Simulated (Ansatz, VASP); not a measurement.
## One calculation of Na4H, two programs

The input INCAR:

```
PREC = Accurate
ENCUT = 400
EDIFF = 1E-6
ISMEAR = 0
SIGMA = 0.1
LREAL = False
LASPH = True
NELM = 120
ALGO = Normal
ISIF = 2
LWAVE = False
LCHARG = True
LDIPOL = True
IDIPOL = 3
DIPOL = 0.5 0.5 0.280
GGA = PE
LELF = True
LVHAR = True
LVACPOTAV = True
NBANDS = 40
GGA_COMPAT = False
NELMDL = -8
```

The input KPOINTS:

```
Automatic mesh
0
Gamma
  4 4 1
```

Contents of POSCAR:

```
Na4H
1.0
    7.2665054626      0.0000000000      0.0000000000
   -2.4221684875      6.8509270508      0.0000000000
    0.0000000000      0.0000000000     20.9665384335
Na H
8 2
Direct
    0.2500000000      0.2500000000      0.1907801811
    0.2500000000      0.7500000000      0.1907801811
    0.7500000000      0.2500000000      0.1907801811
    0.7500000000      0.7500000000      0.1907801811
    0.0000000000      0.0000000000      0.3322693660
    0.0000000000      0.5000000000      0.3322693660
    0.5000000000      0.0000000000      0.3322693660
    0.5000000000      0.5000000000      0.3322693660
    0.0854033960      0.3333333333      0.3537321364
    0.2479299373      0.3333333333      0.3537321364
```

Input for Ansatz:

```yaml
crystal:
  lattice:
    - [7.2665054626, 0.0, 0.0]
    - [-2.4221684875, 6.8509270508, 0.0]
    - [0.0, 0.0, 20.9665384335]
  atoms:
    - { symbol: Na, position: [0.25, 0.25, 0.1907801811] }
    - { symbol: Na, position: [0.25, 0.75, 0.1907801811] }
    - { symbol: Na, position: [0.75, 0.25, 0.1907801811] }
    - { symbol: Na, position: [0.75, 0.75, 0.1907801811] }
    - { symbol: Na, position: [0.0, 0.0, 0.332269366] }
    - { symbol: Na, position: [0.0, 0.5, 0.332269366] }
    - { symbol: Na, position: [0.5, 0.0, 0.332269366] }
    - { symbol: Na, position: [0.5, 0.5, 0.332269366] }
    - { symbol: H, position: [0.085403396, 0.3333333333, 0.3537321364] }
    - { symbol: H, position: [0.2479299373, 0.3333333333, 0.3537321364] }
basis:
  ecutwfc: 420
kpoints:
  mp_grid: { grid: [4, 4, 1] }
hamiltonian:
  xc: pbe
scf:
  occupations: { method: gaussian, width: 0.1 }
output:
  forces: true
  eigenvalues: true
efield:
  axis: 3
  dipole_correction: true
  ramp_width: 0.04
```

Alike in both runs: task single point; functional PBE; k mesh 4 × 4 × 1; occupations gaussian, width 0.1 eV; no spin polarisation.

|  | VASP | Ansatz |
| --- | --- | --- |
| version | VASP 6.6.1 | Ansatz 0.2.0 |
| potentials or method | VASP PAW PBE potentials, release 64 (Na_pv, H), cutoff 400 eV | scalar-relativistic, plane waves, PAW |
| valence electrons in the cell | 58 | 74 |

Ansatz gave:

| Item | Value |
| --- | --- |
| gap on the k mesh at the Fermi level (eV) | none |
| rms of the force components (eV/Å) | 0.916 |
| work function, face that differs most (eV) | 2.91 |

What did VASP give for the same quantities?

gap on the k mesh at the Fermi level (eV): none; rms of the force components (eV/Å): 0.930; work function, face that differs most (eV): 2.91.

Atom by atom the forces differ by 0.014 eV/Å (rms over components). A gap of «none» marks a metal or a gap that the smearing closes. The functional is the same, so the differences come from potentials, cutoffs and numerics. VASP's potentials hold 58 valence electrons a cell and Ansatz's 74, so a difference there can come from the potentials and not from the codes.
